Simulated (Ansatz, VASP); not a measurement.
Two plane-wave programs on Hf2Pd2Se2Br2O3

Contents of INCAR:

```
SYSTEM = Hf2Pd2Se2Br2O3
AGGAC = 1.0 ; AGGAX = 1.0
ALDAC = 0.0 ; ALDAX = 1.0
ALGO = Normal ; EDIFF = 1E-6
ENCUT = 520 ; GGA = B5
ISIF = 2 ; ISMEAR = -1
LASPH = .TRUE. ; LCHARG = .TRUE.
LELF = .TRUE. ; LREAL = .FALSE.
LVHAR = .TRUE. ; LWAVE = .FALSE.
NBANDS = 53 ; NELM = 80
PREC = Accurate ; SIGMA = 0.05
```

The input KPOINTS:

```
k-points
0
G
  5 5 4
  0 0 0
```

POSCAR

```
Hf2Pd2Se2Br2O3
1.0
    5.6066300000     -0.0934600000     -0.0140900000
    1.6139300000      5.3351200000      0.0025100000
    1.3691600000      1.9152900000      8.3154300000
Hf Pd Se Br O
2 2 2 2 3
Direct
    0.2331700000      0.6516100000      0.0228400000
    0.7668300000      0.3483900000      0.9771600000
    0.0000000000      0.5000000000      0.5000000000
    0.0000000000      0.0000000000      0.5000000000
    0.0241900000      0.3391700000      0.2533100000
    0.9758100000      0.6608300000      0.7466900000
    0.5000000000      0.5000000000      0.5000000000
    0.5000000000      0.0000000000      0.5000000000
    0.4479200000      0.3572400000      0.9210100000
    0.5520800000      0.6427600000      0.0789900000
    0.0000000000      0.0000000000      0.0000000000
```

The input input.yaml:

```yaml
crystal:
  lattice:
    - [5.60663, -0.09346, -0.01409]
    - [1.61393, 5.33512, 0.00251]
    - [1.36916, 1.91529, 8.31543]
  atoms:
    - { symbol: Hf, position: [0.23317, 0.65161, 0.02284] }
    - { symbol: Hf, position: [0.76683, 0.34839, 0.97716] }
    - { symbol: Pd, position: [0.0, 0.5, 0.5] }
    - { symbol: Pd, position: [0.0, 0.0, 0.5] }
    - { symbol: Se, position: [0.02419, 0.33917, 0.25331] }
    - { symbol: Se, position: [0.97581, 0.66083, 0.74669] }
    - { symbol: Br, position: [0.5, 0.5, 0.5] }
    - { symbol: Br, position: [0.5, 0.0, 0.5] }
    - { symbol: O, position: [0.44792, 0.35724, 0.92101] }
    - { symbol: O, position: [0.55208, 0.64276, 0.07899] }
    - { symbol: O, position: [0.0, 0.0, 0.0] }
hamiltonian:
  xc: blyp
  pseudopotentials: { kind: paw }
kpoints:
  mp_grid: { grid: [5, 5, 4] }
  band_path:
    path:
      - [[0.0, 0.0, 0.5], [0.0, 0.0, 0.0], [0.5, 0.0, 0.0]]
      - [[0.5, 0.0, 0.5], [0.0, 0.0, 0.0], [0.0, 0.5, 0.0]]
      - [[0.0, 0.5, 0.5], [0.0, 0.0, 0.0], [0.5, 0.5, 0.0]]
      - [[0.5, 0.5, 0.5], [0.0, 0.0, 0.0]]
    npoints: 10
scf:
  occupations: { method: fermi_dirac, width: 0.05 }
  n_extra_bands: 27
output:
  forces: true
  stress: true
  eigenvalues: true
  fatbands: false
  write_density: true
  write_potential: true
  elf: true
  volumetric_format: npy
```

Alike in both runs: functional BLYP; k mesh 5 × 5 × 4; occupations fermi-dirac, width 0.05 eV; no spin polarisation.

```csv
,VASP,Ansatz
version,VASP 6.6.1,Ansatz 0.2.0
potentials or method,"VASP PAW PBE potentials, release 64 (Hf_pv, Pd, Se, Br, O)",Ansatz PAW
plane-wave cutoff (eV),520,420
valence electrons in the cell,84,152
task,single point,band structure
```

```csv
,VASP,Ansatz,Ansatz less VASP
gap on the k mesh at the Fermi level (eV),none,none,-
pressure (GPa),3.4,3.6,+0.16
"traceless stress, the component that is largest in VASP (GPa)",1.01,1.04,+0.031
rms of the force components (eV/Å),0.120,0.126,+0.0066
```

VASP's potentials were made for PBE, not for BLYP. Atom by atom the forces differ by 0.036 eV/Å (rms over components). A gap of «none» marks a metal or a gap that the smearing closes. VASP's potentials hold 84 valence electrons a cell and Ansatz's 152, so a difference there can come from the potentials and not from the codes.

Spin-orbit coupling is off throughout.
